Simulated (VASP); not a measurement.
**KBr: single point with PBEsol**

KBr:

```xyz
2
Lattice="0.0000 3.2733 3.2733 3.2733 0.0000 3.2733 3.2733 3.2733 0.0000" Properties=species:S:1:pos:R:3 pbc="T T T"
K     0.0000    0.0000    0.0000
Br    3.2733    3.2733    3.2733
```

This cell differs from its parent crystal: Rb replaced by K, lengths x 0.970, strained.

```
Program             : VASP 6.6.1
Task                : single point
Functional          : PBEsol
Potentials or basis : VASP PAW PBE potentials, release 64 (K_sv, Br)
Cutoff              : 500 eV
k mesh              : 6 × 6 × 6
Occupations         : gaussian, width 0.1 eV
Spin                : no spin polarisation
```

| Item | Value |
| --- | --- |
| Pressure | 0.1 GPa |
| Band gap on the k mesh | 4.34 eV, direct |

Levels at points of the mesh, in eV from the valence-band top:
```tsv
k point	band 6	band 7	band 8	band 9	band 10	band 11
(0.00, 0.00, 0.00)	0.00	0.00	0.00	4.34	7.53	7.53
(0.50, 0.00, 0.00)	-1.26	-0.36	-0.36	6.49	8.21	9.79
(0.50, 0.50, 0.00)	-0.86	-0.30	-0.30	5.71	7.18	9.37
```

It took 28 s on 1 thread of Intel Xeon 8259CL, with other jobs on the host, peak memory 0.2 GiB.

Caveat: the cell differs from its parent crystal (Rb replaced by K, lengths x 0.970, strained); the PAW data sets were made with another functional, which shifts forces and pressure a little.
